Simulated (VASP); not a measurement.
Input of a VASP 6.6.1 run:

File INCAR:

```
  ALGO = Normal
  EDIFF = 1E-6
  ENCUT = 520
  GGA = PS
  ISIF = 2
  ISMEAR = -1
  LASPH = True
  LCHARG = True
  LELF = True
  LREAL = False
  LVHAR = True
  LWAVE = False
  NBANDS = 18
  NELM = 100
  PREC = Accurate
  SIGMA = 0.05
```

KPOINTS

```
k-points
0
Gamma
  11 11 11
```

The input POSCAR:

```
ScZn
1.0
    2.5671365985      0.0000000000      0.0000000000
    0.0000000000      2.5671365985      0.0000000000
    0.0000000000      0.0000000000      2.5671365985
Sc Zn
1 1
Direct
    0.0000000000      0.0000000000      0.0000000000
    0.5000000000      0.5000000000      0.5000000000
```

Potentials or basis: VASP PAW PBE potentials, release 64 (Sc_sv, Zn).

Launch:

```sh
$ cat potpaw_PBE.64/Sc_sv/POTCAR potpaw_PBE.64/Zn/POTCAR > POTCAR
$ mpirun -np 1 vasp_std > vasp.out
```

Q: Predict the pressure.

A: 277.6 GPa.

Caveat: the PAW data sets were made with another functional, which shifts forces and pressure a little.
